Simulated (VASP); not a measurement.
# ZnS (P2_1) in VASP: single point with PBE

Aim: the single point of ZnS with PBE.

Program: VASP 6.6.1. These are calculated values, not measurements. Logs are shortened: lines on timing, memory, paths and dates and some standing lists are left out, and cuts for length are marked.

### Step 1. The cell of the first run

Symmetry: P2_1, No. 4, monoclinic system. Conventional cell: a = 3.811 Å, b = 6.234 Å, c = 3.811 Å, α = 90.00°, β = 120.00°, γ = 90.00°. Zn (site symmetry 1) has 4 S at 2.30 to 2.40 Å within 3.0 Å. S (site symmetry 1) has 4 Zn at 2.30 to 2.40 Å within 3.0 Å.

### Step 2. Single point, PBE (atoms displaced along a vibrational mode)

Input file INCAR:

```
PREC = Accurate ; ENCUT = 520
EDIFF = 1E-6 ; ISMEAR = 0
SIGMA = 0.05 ; LREAL = F
LASPH = T ; NELM = 80
ALGO = Normal ; ISIF = 2
LWAVE = F ; LCHARG = F
GGA = PE ; NBANDS = 26
```

Input file KPOINTS:

```
regular mesh
0
Gamma
  12 12 6
```

Input file POSCAR:

```
ZnS
1.0
    3.8109987816      0.0000000000      0.0000000000
   -1.9054993908      3.3004217586      0.0000000000
    0.0000000000      0.0000000000      6.2340000000
Zn S
2 2
Direct
    0.3113832790      0.6505981117      0.0000000000
    0.6886167210      0.3494018883      0.5000000000
    0.3519855060      0.6803210047      0.3850000000
    0.6480144940      0.3196789953      0.8850000000
```

Potentials or basis: VASP PAW PBE potentials, release 64 (Zn, S).

Run with:

```bash
$ cat potpaw_PBE.64/Zn/POTCAR potpaw_PBE.64/S/POTCAR > POTCAR
$ mpirun -np 1 vasp_std > vasp.out
```

OUTCAR:

```text
PREC = Accurate
   ENCUT = 520
   EDIFF = 1E-6
   ISMEAR = 0
   LREAL = F
   LASPH = T
   NELM = 80
   ISIF = 2
   GGA = PE

 ion  position               nearest neighbor table
   1  0.311  0.651  0.000-   4 2.30   4 2.32   4 2.32   3 2.40
   2  0.689  0.349  0.500-   3 2.30   3 2.32   3 2.32   4 2.40
   3  0.352  0.680  0.385-   2 2.30   2 2.32   2 2.32   1 2.40
   4  0.648  0.320  0.885-   1 2.30   1 2.32   1 2.32   2 2.40

  LATTYP: Found a hexagonal cell.
 ALAT       =     3.8109987816
 C/A-ratio  =     1.6357916539

  Lattice vectors:

 A1 = (   3.8109987816,   0.0000000000,   0.0000000000)
 A2 = (  -1.9054993908,   3.3004217586,   0.0000000000)
 A3 = (   0.0000000000,   0.0000000000,   6.2340000000)

Analysis of symmetry for initial positions (statically):
=====================================================================
 Subroutine PRICEL returns:
 Original cell was already a primitive cell.

 Routine SETGRP: Setting up the symmetry group for a
 hexagonal supercell.

 Subroutine GETGRP returns: Found  2 space group operations
 (whereof  1 operations were pure point group operations)
 out of a pool of 24 trial point group operations.

The static configuration has the point symmetry C_1 .
 The point group associated with its full space group is C_2 .

Analysis of symmetry for dynamics (positions and initial velocities):
=====================================================================
 Subroutine PRICEL returns:
 Original cell was already a primitive cell.

 Routine SETGRP: Setting up the symmetry group for a
 hexagonal supercell.

 Subroutine GETGRP returns: Found  2 space group operations
 (whereof  1 operations were pure point group operations)
 out of a pool of 24 trial point group operations.

The dynamic configuration has the point symmetry C_1 .
 The point group associated with its full space group is C_2 .

 Subroutine INISYM returns: Found  2 space group operations
 (whereof  1 operations are pure point group operations),
 and found     1 'primitive' translations

----------------------------------------------------------------------------------------

                                     Primitive cell

  volume of cell :      78.4106

  direct lattice vectors                    reciprocal lattice vectors
     3.810998782  0.000000000  0.000000000     0.262398405  0.151495789  0.000000000
    -1.905499391  3.300421759  0.000000000     0.000000000  0.302991579  0.000000000
     0.000000000  0.000000000  6.234000000     0.000000000  0.000000000  0.160410651

  length of vectors
     3.810998782  3.810998782  6.234000000     0.302991579  0.302991579  0.160410651

  position of ions in fractional coordinates (direct lattice)
     0.311383279  0.650598112  0.000000000
     0.688616721  0.349401888  0.500000000
     0.351985506  0.680321005  0.385000000
     0.648014494  0.319678995  0.885000000

  ion indices of the primitive-cell ions
   primitive index   ion index
                 1           1
                 2           2
                 3           3
                 4           4

----------------------------------------------------------------------------------------

 KPOINTS: regular mesh

Automatic generation of k-mesh.
 Grid dimensions read from file:
 generate k-points for:   12   12    6

 Generating k-lattice:

  Cartesian coordinates                     Fractional coordinates (reciprocal lattice)
     0.021866534  0.012624649  0.000000000     0.083333333  0.000000000  0.000000000
     0.000000000  0.025249298  0.000000000     0.000000000  0.083333333  0.000000000
     0.000000000  0.000000000  0.026735109     0.000000000  0.000000000  0.166666667

  Length of vectors
     0.025249298  0.025249298  0.026735109

  Shift w.r.t. Gamma in fractional coordinates (k-lattice)
     0.000000000  0.000000000  0.000000000

 Subroutine IBZKPT returns following result:
 ===========================================

 Found    296 irreducible k-points:

 Following reciprocal coordinates:
            Coordinates               Weight
  0.000000  0.000000  0.000000      1.000000
  0.083333  0.000000  0.000000      2.000000
  0.000000  0.083333  0.000000      2.000000
 -0.083333  0.083333  0.000000      2.000000
  0.166667  0.000000  0.000000      2.000000
  0.000000  0.166667  0.000000      2.000000
[... 16 lines left out ...]
  0.166667  0.083333  0.000000      2.000000
 -0.083333  0.250000  0.000000      2.000000
 [... further k-points ...]
   k-points           NKPTS =    296   k-points in BZ     NKDIM =    296   number of bands    NBANDS=     26
   number of dos      NEDOS =    301   number of ions     NIONS =      4
   total plane-waves  NPLWV =  37632
   dimension x,y,z NGX =    28 NGY =   28 NGZ =   48
   dimension x,y,z NGXF=    56 NGYF=   56 NGZF=   96
   ions per type =               2   2
   NGX,Y,Z   is equivalent  to a cutoff of  12.21, 12.21, 12.80 a.u.
   NGXF,Y,Z  is equivalent  to a cutoff of  24.43, 24.43, 25.60 a.u.
 SYSTEM =  unknown system
   PREC   = accura    normal or accurate (medium, high low for compatibility)
   ISTART =      0    job   : 0-new  1-cont  2-samecut
   ICHARG =      2    charge: 1-file 2-atom 10-const
   ISPIN  =      1    spin polarized calculation?
   LNONCOLLINEAR =      F non collinear calculations
   LSORBIT =      F    spin-orbit coupling
   LASPH  =      T    aspherical Exc in radial PAW
   ENCUT  =  520.0 eV  38.22 Ry    6.18 a.u.   7.09  7.09 11.59*2*pi/ulx,y,z
   NELM   =     80;   NELMIN=  2; NELMDL= -5     # of ELM steps
   EDIFF  = 0.1E-05   stopping-criterion for ELM
   LREAL  =      F    real-space projection
   EDIFFG = 0.1E-04   stopping-criterion for IOM
   NSW    =      0    number of steps for IOM
   IBRION =     -1    ionic relax: 0-MD 1-quasi-New 2-CG
   NFREE  =      0    steps in history (QN), initial steepest desc. (CG)
   ISIF   =      2    stress and relaxation
   ISYM   =      2    0-nonsym 1-usesym 2-fastsym
   POTIM  = 0.5000    time-step for ionic-motion
   TEBEG  =    0.0;   TEEND  =   0.0 temperature during run
   PSTRESS=    0.0 pullay stress
   NELECT =      36.0000    total number of electrons
   NUPDOWN=      -1.0000    fix difference up-down
   EMIN   =  10.00;   EMAX   =-10.00  energy-range for DOS
   EFERMI =   0.00;   METHOD = LEGACY
   ISMEAR =     0;   SIGMA  =   0.05  broadening in eV -4-tet -1-fermi 0-gaus
   EFERMI_NEDOS =   21; number of points for ismear=-14 and -15
   IALGO  =     38    algorithm
   IMIX   =      4    mixing-type and parameters
     AMIX     =   0.40;   BMIX     =  1.00
     AMIX_MAG =   1.60;   BMIX_MAG =  1.00
  volume/ion in A,a.u.               =      19.60       132.29
  Fermi-wavevector in a.u.,A,eV,Ry     =   1.262944  2.386617 21.701656  1.595027
  Thomas-Fermi vector in A             =   2.396326
   LORBIT       =      0    0 simple, 1 ext, 2 COOP (PROOUT), +10 PAW based schemes
   GGA     = PE    functional components
   LHFCALC =     F    Hartree Fock is set to
   AEXX    =    0.0000 exact exchange contribution
   IVDW    =     0    specifies the selected vdW correction
   LEPSILON=     F    determine dielectric tensor
   LRPA    =     F    only Hartree local field effects (RPA)
 non-spin polarized calculation
 Gauss-broadening in eV      SIGMA  =   0.05
  energy-cutoff  :      520.00
  volume of cell :       78.41
 maximum number of plane-waves:      2133
   NGX = 15   NGY = 15   NGZ = 23

 number of electron      35.9999983 magnetization

 Free energy of the ion-electron system (eV)
  ---------------------------------------------------
  ext. energy  EPLUGINS =         0.00000000
  ---------------------------------------------------
  free energy    TOTEN  =       -13.64425159 eV

  energy without entropy =      -13.64425159  energy(sigma->0) =      -13.64425159

 E-fermi :   2.4474     XC(G=0):  -9.6532

 val. band max:        2.1801729515   @ k =   0.0000   0.0000   0.0000
 cond. band min:       4.4069611059   @ k =   0.0000   0.0000   0.0000
 fundamental gap:      2.2267881544
 Fermi energy:         2.4474247458

 k-point     1 :       0.0000    0.0000    0.0000
  band No.  band energies     occupation
      1     -11.0289      2.00000
      2     -10.1048      2.00000
      3      -4.2231      2.00000
      4      -4.1901      2.00000
      5      -4.1609      2.00000
      6      -4.1471      2.00000
[... 18 lines left out ...]
     25       9.8724      0.00000
     26      11.3991      0.00000

 k-point     2 :       0.0833    0.0000    0.0000
  band No.  band energies     occupation
      1     -10.9811      2.00000
      2     -10.0762      2.00000
      3      -4.2270      2.00000
      4      -4.1787      2.00000
      5      -4.1560      2.00000
      6      -4.1331      2.00000
[... 18 lines left out ...]
     25      10.0803      0.00000
     26      10.9933      0.00000

 k-point     3 :       0.0000    0.0833    0.0000
  band No.  band energies     occupation
      1     -10.9808      2.00000
      2     -10.0772      2.00000
      3      -4.2158      2.00000
      4      -4.1911      2.00000
      5      -4.1494      2.00000
      6      -4.1379      2.00000
[... 18 lines left out ...]
     25       9.9595      0.00000
     26      11.1869      0.00000

 k-point     4 :      -0.0833    0.0833    0.0000
  band No.  band energies     occupation
      1     -10.9809      2.00000
      2     -10.0769      2.00000
      3      -4.2198      2.00000
      4      -4.1867      2.00000
      5      -4.1489      2.00000
      6      -4.1399      2.00000
[... 18 lines left out ...]
     25      10.0045      0.00000
     26      11.1415      0.00000
[... 496 lines left out ...]
      1     -10.8887      2.00000
      2     -10.0235      2.00000
      3      -4.2285      2.00000
      4      -4.1616      2.00000
      5      -4.1377      2.00000
      6      -4.1200      2.00000
[... 18 lines left out ...]
     25      10.4195      0.00000
     26      10.7126      0.00000

 k-point    23 :       0.1667    0.0833    0.0000
  band No.  band energies     occupation
      1     -10.7170      2.00000
      2      -9.9336      2.00000
      3      -4.2231      2.00000
      4      -4.1331      2.00000
      5      -4.1228      2.00000
      6      -4.0676      2.00000
[... 18 lines left out ...]
     25      10.4822      0.00000
     26      11.1174      0.00000

 k-point    24 :      -0.0833    0.2500    0.0000
  band No.  band energies     occupation
      1     -10.7144      2.00000
      2      -9.9408      2.00000
      3      -4.1975      2.00000
      4      -4.1618      2.00000
      5      -4.1119      2.00000
      6      -4.0704      2.00000
[... 18 lines left out ...]
     25      10.5327      0.00000
     26      10.8665      0.00000

 [... further k-points ...]

------------------------ aborting loop because EDIFF is reached ----------------------------------------

  FORCE on cell =-STRESS in cart. coord.  units (eV):
  Direction    XX          YY          ZZ          XY          YZ          ZX
  --------------------------------------------------------------------------------------
  -------------------------------------------------------------------------------------
  Total        1.5066073      1.5874579      0.5088580     -0.0499034      0.0000000      0.0000000
  in kB       30.7847473     32.4367820     10.3975759     -1.0196832      0.0000000      0.0000000
  external PRESSURE =      24.5397017 kB  Pullay stress =       0.0000000 kB

 VOLUME and BASIS-vectors are now :
 -----------------------------------------------------------------------------
  energy-cutoff  :      520.00
  volume of cell :       78.41
      direct lattice vectors                 reciprocal lattice vectors
     3.810998782  0.000000000  0.000000000     0.262398405  0.151495789  0.000000000
    -1.905499391  3.300421759  0.000000000     0.000000000  0.302991579  0.000000000
     0.000000000  0.000000000  6.234000000     0.000000000  0.000000000  0.160410651

 POSITION                                       TOTAL-FORCE (eV/Angst)
 -----------------------------------------------------------------------------------
     -0.05303      2.14725      0.00000         0.072489      0.068602      0.331022
      1.95853      1.15317      3.11700        -0.072489     -0.068602      0.331022
      0.04507      2.24535      2.40009        -0.025645     -0.028460     -0.331022
      1.86043      1.05508      5.51709         0.025645      0.028460     -0.331022
 -----------------------------------------------------------------------------------
    total drift:                               -0.000001     -0.000000      0.000457

  FREE ENERGIE OF THE ION-ELECTRON SYSTEM (eV)
  ---------------------------------------------------
  free  energy   TOTEN  =       -13.6442515923 eV

  energy  without entropy=      -13.6442515923  energy(sigma->0) =      -13.64425159
```

Wall time 4.6 min (1 thread of AMD EPYC 9R45 (Zen 5), shared host); peak memory 0.52 GiB.

Results:

```yaml
Free_energy: -13.6443 eV
Pressure: 2.5 GPa
Largest_force: 0.346 eV/Å
Band_gap_on_the_k_mesh: 2.23 eV
```

Forces in eV/Å, atoms in the order of the input:
```
Zn   0.072  0.069  0.331
Zn  -0.072 -0.069  0.331
S   -0.026 -0.028 -0.331
S    0.026  0.028 -0.331
```

Caveat: the cell differs from its parent crystal (atoms displaced along a vibrational mode). A k mesh can miss the band edges.
